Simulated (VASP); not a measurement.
# SnO2 in VASP: further runs, part 2 of 2

VASP 6.6.1.

### Step 5. Single point, LDA (uniaxial strain along c: +6.0 %)

File INCAR:

```
SYSTEM = SnO2
PREC     = Accurate       ! precision mode
ENCUT    = 520            ! plane-wave cutoff, eV
EDIFF    = 1E-7           ! SCF threshold, eV
ISMEAR   = 0              ! smearing method
SIGMA    = 0.02           ! smearing width, eV
LREAL    = .False.        ! projectors in reciprocal space
LASPH    = .True.         ! aspherical terms in the spheres
NELM     = 100            ! most SCF steps
ALGO     = Normal         ! electronic algorithm
ISIF     = 2              ! what is computed and relaxed
LWAVE    = .False.        ! write WAVECAR
LCHARG   = .False.        ! write CHGCAR
GGA      = CA             ! functional
NBANDS   = 35             ! bands
```

File KPOINTS:

```
Automatic mesh
0
Gamma
  6 6 8
  0 0 0
```

File POSCAR:

```
SnO2
1.0
    4.6504524035      0.0000000000      0.0000000000
    0.0000000000      4.6533827893      0.0000000000
    0.0000000000      0.0000000000      3.3814205672
Sn O
2 4
Direct
    0.5000000000      0.5000000000      0.5000000000
    0.0000000000      0.0000000000      0.0000000000
    0.3074599202      0.3074471771      0.0000000000
    0.8074599202      0.1925528229      0.5000000000
    0.1925400798      0.8074471771      0.5000000000
    0.6925400798      0.6925528229      0.0000000000
```

Potentials or basis: VASP PAW LDA potentials, release 64 (Sn_d, O).

Launch:

```sh
> cat potpaw_LDA.64/Sn_d/POTCAR potpaw_LDA.64/O/POTCAR > POTCAR
> mpirun -np 1 vasp_std > vasp.out
```

OUTCAR:

```text
SYSTEM = SnO2
   PREC = Accurate
   ENCUT = 520
   EDIFF = 1E-7
   ISMEAR = 0
   LREAL = .False.
   LASPH = .True.
   NELM = 100
   ISIF = 2
   GGA = CA

 ion  position               nearest neighbor table
   1  0.500  0.500  0.500-   4 2.02   5 2.02   3 2.11   6 2.11   3 2.11   6 2.11   2 3.70   2 3.70
                             2 3.70   2 3.70   2 3.70   2 3.70   2 3.70   2 3.70
   2  0.000  0.000  0.000-   3 2.02   6 2.02   5 2.11   4 2.11   4 2.11   5 2.11   1 3.70   1 3.70
                             1 3.70   1 3.70   1 3.70   1 3.70   1 3.70   1 3.70
   3  0.307  0.307  0.000-   2 2.02   1 2.11   1 2.11
   4  0.807  0.193  0.500-   1 2.02   2 2.11   2 2.11
   5  0.193  0.807  0.500-   1 2.02   2 2.11   2 2.11
   6  0.693  0.693  0.000-   2 2.02   1 2.11   1 2.11

  LATTYP: Found a simple orthorhombic cell.
 ALAT       =     3.3814205672
 B/A-ratio  =     1.3752954745
 C/A-ratio  =     1.3761620883

  Lattice vectors:

 A1 = (   0.0000000000,   0.0000000000,   3.3814205672)
 A2 = (   4.6504524035,   0.0000000000,   0.0000000000)
 A3 = (   0.0000000000,   4.6533827893,   0.0000000000)

Analysis of symmetry for initial positions (statically):
=====================================================================
 Subroutine PRICEL returns:
 Original cell was already a primitive cell.

 Routine SETGRP: Setting up the symmetry group for a
 simple orthorhombic supercell.

 Subroutine GETGRP returns: Found  8 space group operations
 (whereof  4 operations were pure point group operations)
 out of a pool of  8 trial point group operations.

The static configuration has the point symmetry C_2h.
 The point group associated with its full space group is D_2h.

Analysis of symmetry for dynamics (positions and initial velocities):
=====================================================================
 Subroutine PRICEL returns:
 Original cell was already a primitive cell.

 Routine SETGRP: Setting up the symmetry group for a
 simple orthorhombic supercell.

 Subroutine GETGRP returns: Found  8 space group operations
 (whereof  4 operations were pure point group operations)
 out of a pool of  8 trial point group operations.

The dynamic configuration has the point symmetry C_2h.
 The point group associated with its full space group is D_2h.

 Subroutine INISYM returns: Found  8 space group operations
 (whereof  4 operations are pure point group operations),
 and found     1 'primitive' translations

----------------------------------------------------------------------------------------

                                     Primitive cell

  volume of cell :      73.1751

  direct lattice vectors                    reciprocal lattice vectors
     4.650452404  0.000000000  0.000000000     0.215032843  0.000000000  0.000000000
     0.000000000  4.653382789  0.000000000     0.000000000  0.214897430  0.000000000
     0.000000000  0.000000000  3.381420567     0.000000000  0.000000000  0.295733695

  length of vectors
     4.650452404  4.653382789  3.381420567     0.215032843  0.214897430  0.295733695

  position of ions in fractional coordinates (direct lattice)
     0.500000000  0.500000000  0.500000000
     0.000000000  0.000000000  0.000000000
     0.307459920  0.307447177  0.000000000
     0.807459920  0.192552823  0.500000000
[... 41 lines left out ...]
  0.166667  0.000000  0.000000      2.000000
  0.333333  0.000000  0.000000      2.000000
  0.500000  0.000000  0.000000      1.000000
  0.000000  0.166667  0.000000      2.000000
  0.166667  0.166667  0.000000      4.000000
[... 16 lines left out ...]
  0.333333  0.166667  0.125000      8.000000
  0.500000  0.166667  0.125000      4.000000
 [... further k-points ...]
   k-points           NKPTS =     80   k-points in BZ     NKDIM =     80   number of bands    NBANDS=     35
   number of dos      NEDOS =    301   number of ions     NIONS =      6
   total plane-waves  NPLWV =  36288
   dimension x,y,z NGX =    36 NGY =   36 NGZ =   28
   dimension x,y,z NGXF=    72 NGYF=   72 NGZF=   56
   ions per type =               2   4
   NGX,Y,Z   is equivalent  to a cutoff of  12.87, 12.86, 13.77 a.u.
   NGXF,Y,Z  is equivalent  to a cutoff of  25.74, 25.72, 27.53 a.u.
 SYSTEM =  SnO2
   PREC   = accura    normal or accurate (medium, high low for compatibility)
   ISTART =      0    job   : 0-new  1-cont  2-samecut
   ICHARG =      2    charge: 1-file 2-atom 10-const
   ISPIN  =      1    spin polarized calculation?
   LNONCOLLINEAR =      F non collinear calculations
   LSORBIT =      F    spin-orbit coupling
   LASPH  =      T    aspherical Exc in radial PAW
   ENCUT  =  520.0 eV  38.22 Ry    6.18 a.u.   8.65  8.65  6.29*2*pi/ulx,y,z
   NELM   =    100;   NELMIN=  2; NELMDL= -5     # of ELM steps
   EDIFF  = 0.1E-06   stopping-criterion for ELM
   LREAL  =      F    real-space projection
   EDIFFG = 0.1E-05   stopping-criterion for IOM
   NSW    =      0    number of steps for IOM
   IBRION =     -1    ionic relax: 0-MD 1-quasi-New 2-CG
   NFREE  =      0    steps in history (QN), initial steepest desc. (CG)
   ISIF   =      2    stress and relaxation
   ISYM   =      2    0-nonsym 1-usesym 2-fastsym
   POTIM  = 0.5000    time-step for ionic-motion
   TEBEG  =    0.0;   TEEND  =   0.0 temperature during run
   PSTRESS=    0.0 pullay stress
   NELECT =      52.0000    total number of electrons
   NUPDOWN=      -1.0000    fix difference up-down
   EMIN   =  10.00;   EMAX   =-10.00  energy-range for DOS
   EFERMI =   0.00;   METHOD = LEGACY
   ISMEAR =     0;   SIGMA  =   0.02  broadening in eV -4-tet -1-fermi 0-gaus
   EFERMI_NEDOS =   21; number of points for ismear=-14 and -15
   IALGO  =     38    algorithm
   IMIX   =      4    mixing-type and parameters
     AMIX     =   0.40;   BMIX     =  1.00
     AMIX_MAG =   1.60;   BMIX_MAG =  1.00
  volume/ion in A,a.u.               =      12.20        82.30
  Fermi-wavevector in a.u.,A,eV,Ry     =   1.460904  2.760707 29.038088  2.134239
  Thomas-Fermi vector in A             =   2.577298
   LORBIT       =      0    0 simple, 1 ext, 2 COOP (PROOUT), +10 PAW based schemes
   GGA     = CA    functional components
   LHFCALC =     F    Hartree Fock is set to
   AEXX    =    0.0000 exact exchange contribution
   IVDW    =     0    specifies the selected vdW correction
   LEPSILON=     F    determine dielectric tensor
   LRPA    =     F    only Hartree local field effects (RPA)
 non-spin polarized calculation
 Gauss-broadening in eV      SIGMA  =   0.02
  energy-cutoff  :      520.00
  volume of cell :       73.18
 maximum number of plane-waves:      2000
 NGX is ok and might be reduce to    36
   NGX = 17   NGY = 17   NGZ = 13

 number of electron      51.9999991 magnetization

 Free energy of the ion-electron system (eV)
  ---------------------------------------------------
  ext. energy  EPLUGINS =         0.00000000
  ---------------------------------------------------
  free energy    TOTEN  =       -42.07505323 eV

  energy without entropy =      -42.07505323  energy(sigma->0) =      -42.07505323

 E-fermi :   5.6880     XC(G=0): -11.7115

 val. band max:        5.5945830561   @ k =   0.0000   0.0000   0.0000
 cond. band min:       6.2853046395   @ k =   0.0000   0.0000   0.0000
 fundamental gap:      0.6907215833
 Fermi energy:         5.6880084075

 k-point     1 :       0.0000    0.0000    0.0000
  band No.  band energies     occupation
      1     -15.3208      2.00000
      2     -14.5078      2.00000
      3     -14.4298      2.00000
      4     -14.4146      2.00000
      5     -14.3903      2.00000
      6     -14.3903      2.00000
[... 901 lines left out ...]
     34      17.2750      0.00000
     35      17.9488      0.00000

 [... further k-points ...]

------------------------ aborting loop because EDIFF is reached ----------------------------------------

  FORCE on cell =-STRESS in cart. coord.  units (eV):
  Direction    XX          YY          ZZ          XY          YZ          ZX
  --------------------------------------------------------------------------------------
  -------------------------------------------------------------------------------------
  Total       -0.6983079     -0.7176781     -7.5822284      0.0000000      0.0000000      0.0000000
  in kB      -15.2895390    -15.7136510   -166.0138308      0.0000000      0.0000000      0.0000000
  external PRESSURE =     -65.6723403 kB  Pullay stress =       0.0000000 kB

 VOLUME and BASIS-vectors are now :
 -----------------------------------------------------------------------------
  energy-cutoff  :      520.00
  volume of cell :       73.18
      direct lattice vectors                 reciprocal lattice vectors
     4.650452404  0.000000000  0.000000000     0.215032843  0.000000000  0.000000000
     0.000000000  4.653382789  0.000000000     0.000000000  0.214897430  0.000000000
     0.000000000  0.000000000  3.381420567     0.000000000  0.000000000  0.295733695

 POSITION                                       TOTAL-FORCE (eV/Angst)
 -----------------------------------------------------------------------------------
      2.32523      2.32669      1.69071         0.000000      0.000000      0.000000
      0.00000      0.00000      0.00000         0.000000      0.000000      0.000000
      1.42983      1.43067      0.00000         0.055909      0.056181      0.000000
      3.75505      0.89602      1.69071         0.055909     -0.056181      0.000000
      0.89540      3.75736      1.69071        -0.055909      0.056181      0.000000
      3.22062      3.22271      0.00000        -0.055909     -0.056181      0.000000
 -----------------------------------------------------------------------------------
    total drift:                                0.000000      0.000000      0.000000

  FREE ENERGIE OF THE ION-ELECTRON SYSTEM (eV)
  ---------------------------------------------------
  free  energy   TOTEN  =       -42.0750532272 eV

  energy  without entropy=      -42.0750532272  energy(sigma->0) =      -42.07505323
```

Run time: 1.9 min. Hardware: 1 thread of Intel Xeon Platinum 8559C (Emerald Rapids), shared host; peak memory 0.27 GiB.

What came out:

```yaml
Free_energy: -42.0751 eV
Pressure: -6.6 GPa
Largest_force: 0.079 eV/Å
Band_gap_on_the_k_mesh: 0.69 eV, direct
```

Forces in eV/Å, atoms in the order of the input:
```
Sn   0.000  0.000  0.000
Sn   0.000  0.000  0.000
O    0.056  0.056  0.000
O    0.056 -0.056  0.000
O   -0.056  0.056  0.000
O   -0.056 -0.056  0.000
```

Levels at points of the mesh, in eV from the valence-band top:
| k point | band 22 | band 23 | band 24 | band 25 | band 26 | band 27 | band 28 | band 29 | band 30 | band 31 |
| --- | --- | --- | --- | --- | --- | --- | --- | --- | --- | --- |
| (0.00, 0.00, 0.00) | -1.39 | -1.39 | -0.68 | -0.67 | 0.00 | 0.69 | 5.06 | 5.47 | 5.47 | 9.28 |
| (0.50, 0.00, 0.00) | -1.91 | -1.32 | -1.32 | -0.57 | -0.57 | 4.01 | 4.01 | 6.21 | 6.21 | 10.90 |
| (0.00, 0.50, 0.00) | -1.91 | -1.32 | -1.32 | -0.57 | -0.57 | 4.01 | 4.01 | 6.21 | 6.21 | 10.90 |
| (0.50, 0.50, 0.00) | -2.04 | -1.50 | -1.50 | -0.70 | -0.70 | 4.18 | 4.18 | 6.84 | 6.84 | 10.82 |
| (0.00, 0.00, 0.50) | -2.56 | -1.65 | -1.65 | -1.19 | -1.19 | 5.65 | 5.65 | 9.38 | 9.38 | 9.49 |
| (0.50, 0.00, 0.50) | -1.71 | -0.99 | -0.99 | -0.56 | -0.56 | 6.03 | 6.03 | 7.98 | 7.98 | 9.88 |
| (0.00, 0.50, 0.50) | -1.71 | -0.99 | -0.99 | -0.56 | -0.56 | 6.03 | 6.03 | 7.98 | 7.98 | 9.88 |
| (0.50, 0.50, 0.50) | -2.14 | -0.87 | -0.87 | -0.66 | -0.66 | 4.53 | 4.53 | 8.54 | 8.54 | 9.90 |

Caveat: the cell differs from its parent crystal (uniaxial strain along c: +6.0 %); spin-orbit coupling is left out, which moves the levels of the heavy elements.

### Step 6. Single point, LDA (uniaxial strain along c: -2.0 %, then relaxed in part)

File INCAR:

```
ALGO = Normal
EDIFF = 1E-6
ENCUT = 520
GGA = CA
ISIF = 2
ISMEAR = 0
LASPH = T
LCHARG = F
LREAL = F
LWAVE = F
NBANDS = 35
NELM = 80
PREC = Accurate
SIGMA = 0.02
```

File KPOINTS:

```
k-points
0
Gamma
  6 6 8
```

File POSCAR:

```
SnO2
1.0
    4.7570047252      0.0000000000      0.0000000000
    0.0000000000      4.7570738691      0.0000000000
    0.0000000000      0.0000000000      3.1262190150
Sn O
2 4
Direct
    0.5000000000      0.5000000000      0.5000000000
    0.0000000000      0.0000000000      0.0000000000
    0.3052178539      0.3052311476      0.0000000000
    0.8052178539      0.1947688524      0.5000000000
    0.1947821461      0.8052311476      0.5000000000
    0.6947821461      0.6947688524      0.0000000000
```

Potentials or basis: VASP PAW LDA potentials, release 64 (Sn_d, O).

Launch:

```sh
> cat potpaw_LDA.64/Sn_d/POTCAR potpaw_LDA.64/O/POTCAR > POTCAR
> mpirun -np 1 vasp_std > vasp.out
```

OUTCAR:

```text
EDIFF = 1E-6
   ENCUT = 520
   GGA = CA
   ISIF = 2
   ISMEAR = 0
   LASPH = T
   LREAL = F
   NELM = 80
   PREC = Accurate

 ion  position               nearest neighbor table
   1  0.500  0.500  0.500-   3 2.04   6 2.04   3 2.04   6 2.04   5 2.05   4 2.05   2 3.71   2 3.71
                             2 3.71   2 3.71   2 3.71   2 3.71   2 3.71   2 3.71
   2  0.000  0.000  0.000-   4 2.04   5 2.04   4 2.04   5 2.04   3 2.05   6 2.05   1 3.71   1 3.71
                             1 3.71   1 3.71   1 3.71   1 3.71   1 3.71   1 3.71
   3  0.305  0.305  0.000-   1 2.04   1 2.04   2 2.05
[... 1126 lines left out ...]
  -------------------------------------------------------------------------------------
  Total        0.4203840      0.4201221      3.6363661     -0.0000000      0.0000000      0.0000000
  in kB        9.5205907      9.5146584     82.3541143     -0.0000000      0.0000000      0.0000000
  external PRESSURE =      33.7964545 kB  Pullay stress =       0.0000000 kB

 VOLUME and BASIS-vectors are now :
 -----------------------------------------------------------------------------
  energy-cutoff  :      520.00
  volume of cell :       70.74
      direct lattice vectors                 reciprocal lattice vectors
     4.757004725  0.000000000  0.000000000     0.210216314  0.000000000  0.000000000
     0.000000000  4.757073869  0.000000000     0.000000000  0.210213259  0.000000000
     0.000000000  0.000000000  3.126219015     0.000000000  0.000000000  0.319875222

 POSITION                                       TOTAL-FORCE (eV/Angst)
 -----------------------------------------------------------------------------------
      2.37850      2.37854      1.56311         0.000000      0.000000      0.000000
      0.00000      0.00000      0.00000         0.000000      0.000000      0.000000
      1.45192      1.45201      0.00000        -0.022409     -0.022420     -0.000000
      3.83043      0.92653      1.56311        -0.022409      0.022420     -0.000000
      0.92658      3.83054      1.56311         0.022409     -0.022420      0.000000
      3.30508      3.30507      0.00000         0.022409      0.022420      0.000000
 -----------------------------------------------------------------------------------
    total drift:                               -0.000000      0.000000      0.000000

  FREE ENERGIE OF THE ION-ELECTRON SYSTEM (eV)
  ---------------------------------------------------
  free  energy   TOTEN  =       -42.2431218085 eV

  energy  without entropy=      -42.2431218085  energy(sigma->0) =      -42.24312181
```

Run time: 2.5 min. Hardware: 1 thread of AMD EPYC 7R13 (Zen 3), shared host; peak memory 0.23 GiB.

Results:

- Free energy: -42.2431 eV
- Pressure: 3.4 GPa
- Largest force: 0.032 eV/Å
- Band gap on the k mesh: 1.33 eV, direct

Forces in eV/Å, atoms in the order of the input:
```
Sn   0.000  0.000  0.000
Sn   0.000  0.000  0.000
O   -0.022 -0.022  0.000
O   -0.022  0.022  0.000
O    0.022 -0.022  0.000
O    0.022  0.022  0.000
```

Stress tensor (GPa, compression positive):
```
0.95 0.00 0.00
0.00 0.95 0.00
0.00 0.00 8.24
```

Caveat: the cell differs from its parent crystal (uniaxial strain along c: -2.0 %, then relaxed in part); spin-orbit coupling is left out, which moves the levels of the heavy elements.

### Step 7. The runs side by side

| cell | gap on the mesh (eV) | pressure (GPa) | largest force (eV/Å) |
| --- | --- | --- | --- |
| a = 4.624, b = 4.624, c = 3.381 Å, 6 atoms | 0.82 | -4.4 | 0.01 |
| a = 4.674, b = 4.677, c = 3.318 Å, 6 atoms | 0.84 | -4.4 | 0.09 |
| a = 4.650, b = 4.653, c = 3.381 Å, 6 atoms | 0.69 | -6.6 | 0.08 |
| a = 4.757, b = 4.757, c = 3.126 Å, 6 atoms | 1.33 | 3.4 | 0.03 |

Alike in all rows: task single point; level LDA; potentials or basis VASP PAW LDA potentials, release 64 (Sn_d, O); no spin polarisation; k mesh 6 × 6 × 8; cutoff (eV) 520; smearing gaussian 0.02 eV.

Caveats: spin-orbit coupling is left out, which moves the levels of the heavy elements.

Absolute energies hang on the potentials; compare differences alone.
